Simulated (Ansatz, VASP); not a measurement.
# Bi in VASP and in Ansatz

```
Bi
1.0
     6.56359    0.00000    0.00000
     0.00000    6.56359    0.00000
     0.00000    0.00000    6.56359
Bi
8
Direct
  0.00000 0.00000 0.00000
  0.50000 0.50000 0.50000
  0.25000 0.00000 0.50000
  0.75000 0.00000 0.50000
  0.50000 0.25000 0.00000
  0.50000 0.75000 0.00000
  0.00000 0.50000 0.25000
  0.00000 0.50000 0.75000
```

Alike in both runs: functional BLYP; k mesh 4 × 4 × 4; occupations fermi-dirac, width 0.1 eV; no spin polarisation.

Ansatz relaxed the structure, and its values are those at the end. VASP's run is a single point on that final structure, the one shown.

|  | VASP | Ansatz |
| --- | --- | --- |
| version | VASP 6.6.1 | Ansatz 0.2.0 |
| potentials or method | VASP PAW PBE potentials, release 64 (Bi_d), cutoff 520 eV | plane waves (420 eV) with PAW, scalar-relativistic |
| valence electrons in the cell | 120 | 120 |

|  | VASP | Ansatz | Ansatz less VASP |
| --- | --- | --- | --- |
| pressure (GPa) | 0.0 | 0.0 | -0.06 |

VASP's potentials were made for PBE, not for BLYP. With one functional, cell and mesh, what is left measures potentials, basis and numerics.

Spin-orbit coupling is off throughout.
